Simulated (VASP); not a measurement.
**TiAl3: single point with r2SCAN**

Crystal: TiAl3.

```xyz
4
Lattice="4.1930 0.0000 0.0000 0.0000 4.1930 0.0000 0.0000 0.0000 3.8133" Properties=species:S:1:pos:R:3 pbc="T T T"
Ti    0.0000    0.0000    0.0000
Al    2.0965    2.0965    0.0000
Al    2.0965    0.0000    1.9066
Al    0.0000    2.0965    1.9066
```

This cell differs from its parent crystal: biaxial strain in the a-b plane: +6.0 %.

```json
{
  "Program": "VASP 6.6.1",
  "Task": "single point",
  "Functional": "r2SCAN",
  "Potentials or basis": "VASP PAW PBE potentials, release 64 (Ti_sv, Al)",
  "Cutoff": "520 eV",
  "k mesh": "14 × 14 × 14",
  "Occupations": "gaussian, width 0.1 eV",
  "Spin": "no spin polarisation"
}
```

* Pressure: -7.5 GPa
* Band gap on the k mesh: zero (an odd number of electrons rules out a gap without spin polarisation)

Stress tensor (GPa, compression positive):
```
-10.84   0.00   0.00
  0.00 -10.84   0.00
  0.00   0.00  -0.90
```

Levels at points of the mesh, in eV from the Fermi level:
```csv
k point,band 7,band 8,band 9,band 10,band 11,band 12,band 13,band 14
"(0.00, 0.00, 0.00)",-2.72,-2.72,-2.61,-1.18,0.05,0.30,0.30,0.75
"(0.50, 0.00, 0.00)",-2.59,-1.97,-1.56,0.17,0.32,0.47,0.81,1.61
"(0.50, 0.50, 0.00)",-6.59,-5.14,-0.79,-0.79,0.82,1.00,1.08,1.92
"(0.00, 0.00, 0.50)",-2.45,-2.45,-2.21,0.39,0.39,0.41,0.90,0.95
"(0.50, 0.00, 0.50)",-5.98,-5.07,-1.52,-1.23,0.35,0.88,0.89,1.71
"(0.50, 0.50, 0.50)",-5.07,-5.01,-3.76,-3.76,-3.39,0.08,1.13,1.75
```

Run time: 5.7 min on 1 thread of Intel(R) Xeon(R) 6975P-C (Granite Rapids), on a shared host, peak memory 0.43 GiB.

Caveat: the cell differs from its parent crystal (biaxial strain in the a-b plane: +6.0 %); the stress differs along the axes, from -11 to -1 GPa; the PAW data sets were made with another functional, which shifts forces and pressure a little.
